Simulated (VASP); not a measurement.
# Hf (Im-3m) in VASP: single point with LDA

Aim: the single point of Hf with LDA.

Everything below comes from runs of VASP 6.6.1. Logs are shortened: lines on timing, memory, paths and dates and some standing lists are left out, and cuts for length are marked.

**1. The cell of the first run**

Symmetry: Im-3m, No. 229, cubic system. Conventional cell: a = 3.535 Å, b = 3.535 Å, c = 3.535 Å, α = 90.00°, β = 90.00°, γ = 90.00°. Within 4.0 Å of Hf (site symmetry m-3m) lie 14 Hf at 3.06 to 3.53 Å.

This isn't the form of Hf at room conditions, which is hcp.

**2. Single point, LDA, non-collinear spin, zero start, spin-orbit coupling**

Contents of INCAR:

```
SYSTEM = Hf
PREC     = Accurate       ! precision mode
ENCUT    = 520            ! plane-wave cutoff, eV
EDIFF    = 1E-6           ! SCF threshold, eV
ISMEAR   = -1             ! smearing method
SIGMA    = 0.05           ! smearing width, eV
LREAL    = .FALSE.        ! projectors in reciprocal space
LASPH    = .TRUE.         ! aspherical terms in the spheres
NELM     = 150            ! most SCF steps
ALGO     = Normal         ! electronic algorithm
ISIF     = 2              ! what is computed and relaxed
LWAVE    = .FALSE.        ! write WAVECAR
LCHARG   = .FALSE.        ! write CHGCAR
MAGMOM   = 0 0 0          ! initial moments
LORBIT   = 11             ! projections on sites
LSORBIT  = .TRUE.         ! spin-orbit coupling
GGA_COMPAT= .FALSE.      
LORBMOM  = .TRUE.       
LMAXMIX  = 4              ! l up to which the mixer works
GGA      = CA             ! functional
NBANDS   = 21             ! bands
```

Contents of KPOINTS:

```
Automatic mesh
0
G
  14 14 14
  0 0 0
```

Contents of POSCAR:

```
Hf
1.0
   -1.7674920948      1.7674920948      1.7674920948
    1.7674920948     -1.7674920948      1.7674920948
    1.7674920948      1.7674920948     -1.7674920948
Hf
1
Direct
    0.0000000000      0.0000000000      0.0000000000
```

Potentials or basis: VASP PAW LDA potentials, release 64 (Hf_pv).

Run with:

```sh
> cat potpaw_LDA.64/Hf_pv/POTCAR > POTCAR
> mpirun -np 1 vasp_ncl > vasp.out
```

OUTCAR:

```text
SYSTEM = Hf
   PREC = Accurate
   ENCUT = 520
   EDIFF = 1E-6
   ISMEAR = -1
   LREAL = .FALSE.
   LASPH = .TRUE.
   NELM = 150
   ISIF = 2
   LORBIT = 11
   LSORBIT = .TRUE.
   GGA = CA

 ion  position               nearest neighbor table
   1  0.000  0.000  0.000-

  LATTYP: Found a body centered cubic cell.
 ALAT       =     3.5349841896

  Lattice vectors:

 A1 = (  -1.7674920948,   1.7674920948,   1.7674920948)
 A2 = (   1.7674920948,  -1.7674920948,   1.7674920948)
 A3 = (   1.7674920948,   1.7674920948,  -1.7674920948)

Analysis of symmetry for initial positions (statically):
=====================================================================
 Subroutine PRICEL returns:
 Original cell was already a primitive cell.

 Routine SETGRP: Setting up the symmetry group for a
 body centered cubic supercell.

 Subroutine GETGRP returns: Found 48 space group operations
 (whereof 48 operations were pure point group operations)
 out of a pool of 48 trial point group operations.

The static configuration has the point symmetry O_h .

Analysis of symmetry for dynamics (positions and initial velocities):
=====================================================================
 Subroutine PRICEL returns:
 Original cell was already a primitive cell.

 Routine SETGRP: Setting up the symmetry group for a
 body centered cubic supercell.

 Subroutine GETGRP returns: Found 48 space group operations
 (whereof 48 operations were pure point group operations)
 out of a pool of 48 trial point group operations.

The dynamic configuration has the point symmetry O_h .

Analysis of structural, dynamic, and magnetic symmetry:
=====================================================================
 Subroutine PRICEL returns:
 Original cell was already a primitive cell.

 Routine SETGRP: Setting up the symmetry group for a
 body centered cubic supercell.

 Subroutine GETGRP returns: Found 48 space group operations
 (whereof 48 operations were pure point group operations)
 out of a pool of 48 trial point group operations.

The overall configuration has the point symmetry O_h .

 Subroutine INISYM returns: Found 48 space group operations
 (whereof 48 operations are pure point group operations),
 and found     1 'primitive' translations

----------------------------------------------------------------------------------------

                                     Primitive cell

  volume of cell :      22.0868

  direct lattice vectors                    reciprocal lattice vectors
    -1.767492095  1.767492095  1.767492095     0.000000000  0.282886697  0.282886697
     1.767492095 -1.767492095  1.767492095     0.282886697  0.000000000  0.282886697
     1.767492095  1.767492095 -1.767492095     0.282886697  0.282886697  0.000000000

  length of vectors
     3.061386110  3.061386110  3.061386110     0.400062203  0.400062203  0.400062203

  position of ions in fractional coordinates (direct lattice)
     0.000000000  0.000000000  0.000000000

  ion indices of the primitive-cell ions
   primitive index   ion index
                 1           1

----------------------------------------------------------------------------------------

 KPOINTS: Automatic mesh

Automatic generation of k-mesh.
 Grid dimensions read from file:
 generate k-points for:   14   14   14

 Generating k-lattice:

  Cartesian coordinates                     Fractional coordinates (reciprocal lattice)
     0.000000000  0.020206193  0.020206193     0.071428571  0.000000000  0.000000000
     0.020206193  0.000000000  0.020206193     0.000000000  0.071428571  0.000000000
     0.020206193  0.020206193  0.000000000     0.000000000  0.000000000  0.071428571

  Length of vectors
     0.028575872  0.028575872  0.028575872

  Shift w.r.t. Gamma in fractional coordinates (k-lattice)
     0.000000000  0.000000000  0.000000000

[... 45 lines left out ...]
   LNONCOLLINEAR =      T non collinear calculations
   LSORBIT =      T    spin-orbit coupling
   LASPH  =      T    aspherical Exc in radial PAW
   ENCUT  =  520.0 eV  38.22 Ry    6.18 a.u.   5.69  5.69  5.69*2*pi/ulx,y,z
   NELM   =    150;   NELMIN=  2; NELMDL= -5     # of ELM steps
   EDIFF  = 0.1E-05   stopping-criterion for ELM
   LREAL  =      F    real-space projection
   EDIFFG = 0.1E-04   stopping-criterion for IOM
   NSW    =      0    number of steps for IOM
   IBRION =     -1    ionic relax: 0-MD 1-quasi-New 2-CG
   NFREE  =      0    steps in history (QN), initial steepest desc. (CG)
   ISIF   =      2    stress and relaxation
   ISYM   =      2    0-nonsym 1-usesym 2-fastsym
   POTIM  = 0.5000    time-step for ionic-motion
   TEBEG  =    0.0;   TEEND  =   0.0 temperature during run
   PSTRESS=    0.0 pullay stress
   NELECT =      10.0000    total number of electrons
   NUPDOWN=      -1.0000    fix difference up-down
   EMIN   =  10.00;   EMAX   =-10.00  energy-range for DOS
   EFERMI =   0.00;   METHOD = LEGACY
   ISMEAR =    -1;   SIGMA  =   0.05  broadening in eV -4-tet -1-fermi 0-gaus
   EFERMI_NEDOS =   21; number of points for ismear=-14 and -15
   IALGO  =     38    algorithm
   IMIX   =      4    mixing-type and parameters
     AMIX     =   0.40;   BMIX     =  1.00
     AMIX_MAG =   1.60;   BMIX_MAG =  1.00
  volume/ion in A,a.u.               =      22.09       149.05
  Fermi-wavevector in a.u.,A,eV,Ry     =   1.257083  2.375543 21.500718  1.580258
  Thomas-Fermi vector in A             =   2.390760
   LORBIT       =     11    0 simple, 1 ext, 2 COOP (PROOUT), +10 PAW based schemes
   GGA     = CA    functional components
   LHFCALC =     F    Hartree Fock is set to
   AEXX    =    0.0000 exact exchange contribution
   IVDW    =     0    specifies the selected vdW correction
   LEPSILON=     F    determine dielectric tensor
   LRPA    =     F    only Hartree local field effects (RPA)
  energy-cutoff  :      520.00
  volume of cell :       22.09
 maximum number of plane-waves:      1220
   NGX = 11   NGY = 11   NGZ = 11

 number of electron      10.0000000 magnetization       0.0000000      0.0000000      0.0000000

 number of electron      10.0000000 magnetization       0.0000000      0.0000000     -0.0000000

 number of electron      10.0000000 magnetization      -0.0000000     -0.0000000      0.0000000

 Free energy of the ion-electron system (eV)
  ---------------------------------------------------
  ext. energy  EPLUGINS =         0.00000000
  ---------------------------------------------------
  free energy    TOTEN  =       -11.22733089 eV

  energy without entropy =      -11.21248042  energy(sigma->0) =      -11.21990566

 E-fermi :   4.5140     XC(G=0): -11.5279

 val. band max:        4.5071616361   @ k =  -0.4286  -0.4286   0.1429
 cond. band min:       4.5585127853   @ k =   0.2143   0.2143   0.0000
 fundamental gap:      0.0513511492
 Fermi energy:         4.5139769743

 k-point     1 :       0.0000    0.0000    0.0000
  band No.  band energies     occupation
      1     -29.9737      1.00000
      2     -29.9737      1.00000
      3     -22.8304      1.00000
      4     -22.8304      1.00000
      5     -22.8304      1.00000
      6     -22.8304      1.00000
[... 565 lines left out ...]
     20      14.6685      0.00000
     21      16.1154      0.00000

 [... further k-points ...]

------------------------ aborting loop because EDIFF is reached ----------------------------------------

  FORCE on cell =-STRESS in cart. coord.  units (eV):
  Direction    XX          YY          ZZ          XY          YZ          ZX
  --------------------------------------------------------------------------------------
  -------------------------------------------------------------------------------------
  Total       -1.1418150     -1.1418150     -1.1418150      0.0000000     -0.0000000      0.0000000
  in kB      -82.8273758    -82.8273758    -82.8273758      0.0000000     -0.0000000      0.0000000
  external PRESSURE =     -82.8273758 kB  Pullay stress =       0.0000000 kB

 VOLUME and BASIS-vectors are now :
 -----------------------------------------------------------------------------
  energy-cutoff  :      520.00
  volume of cell :       22.09
      direct lattice vectors                 reciprocal lattice vectors
    -1.767492095  1.767492095  1.767492095     0.000000000  0.282886697  0.282886697
     1.767492095 -1.767492095  1.767492095     0.282886697  0.000000000  0.282886697
     1.767492095  1.767492095 -1.767492095     0.282886697  0.282886697  0.000000000

 POSITION                                       TOTAL-FORCE (eV/Angst)
 -----------------------------------------------------------------------------------
      0.00000      0.00000      0.00000         0.000000     -0.000000      0.000000
 -----------------------------------------------------------------------------------
    total drift:                                0.000000      0.000000      0.000000

  FREE ENERGIE OF THE ION-ELECTRON SYSTEM (eV)
  ---------------------------------------------------
  free  energy   TOTEN  =       -11.2273308917 eV

  energy  without entropy=      -11.2124804215  energy(sigma->0) =      -11.21990566

 orbital moment (x)

 # of ion     p       d       tot
 ----------------------------------------
  1         0.000  -0.000  -0.000
 ----------------------------------------
            0.000  -0.000  -0.000

 orbital moment (y)

 # of ion     p       d       tot
 ----------------------------------------
  1         0.000  -0.000  -0.000
 ----------------------------------------
            0.000  -0.000  -0.000

 orbital moment (z)

 # of ion     p       d       tot
 ----------------------------------------
  1         0.000   0.000   0.000
 ----------------------------------------
            0.000   0.000   0.000

 Spin-Orbit-Coupling matrix elements

 Ion:    1  E_soc:     -1.4142296
 l=   1
     0.0000000    -0.2268986    -0.2268986
    -0.2268986     0.0000000    -0.2268986
    -0.2268986    -0.2268986     0.0000000
 l=   2
     0.0000000    -0.0013790     0.0000000    -0.0013790    -0.0074274
    -0.0013790     0.0000000    -0.0055705    -0.0013790    -0.0018568
     0.0000000    -0.0055705     0.0000000    -0.0055705     0.0000000
    -0.0013790    -0.0013790    -0.0055705     0.0000000    -0.0018568
    -0.0074274    -0.0018568     0.0000000    -0.0018568     0.0000000
 l=   3
     0.0000000     0.0000000     0.0000000     0.0000000     0.0000000     0.0000000     0.0000000
     0.0000000     0.0000000     0.0000000     0.0000000     0.0000000     0.0000000     0.0000000
     0.0000000     0.0000000     0.0000000     0.0000000     0.0000000     0.0000000     0.0000000
     0.0000000     0.0000000     0.0000000     0.0000000     0.0000000     0.0000000     0.0000000
     0.0000000     0.0000000     0.0000000     0.0000000     0.0000000     0.0000000     0.0000000
     0.0000000     0.0000000     0.0000000     0.0000000     0.0000000     0.0000000     0.0000000
     0.0000000     0.0000000     0.0000000     0.0000000     0.0000000     0.0000000     0.0000000

 total charge

# of ion       s       p       d       tot
------------------------------------------
    1        0.388   6.402   1.654   8.445

 magnetization (x)

# of ion       s       p       d       tot
------------------------------------------
    1       -0.000   0.000   0.000   0.000

 magnetization (y)

# of ion       s       p       d       tot
------------------------------------------
    1        0.000  -0.000   0.000  -0.000

 magnetization (z)

# of ion       s       p       d       tot
------------------------------------------
    1        0.000  -0.000   0.000   0.000
```

It took 84 s on 1 thread of Intel Xeon 8259CL, shared host; peak memory 0.21 GiB.

What came out:

```
Free energy                                           : -11.2273 eV
Pressure                                              : -8.3 GPa
Net moment                                            : 0.00 μB per cell
Valence electrons inside the program's atomic spheres : Hf 8.45
```

Moments on the atoms (μB; x, y, z):
```
Hf  0.00 0.00 0.00
```

Caveat: the cell stands under tension.
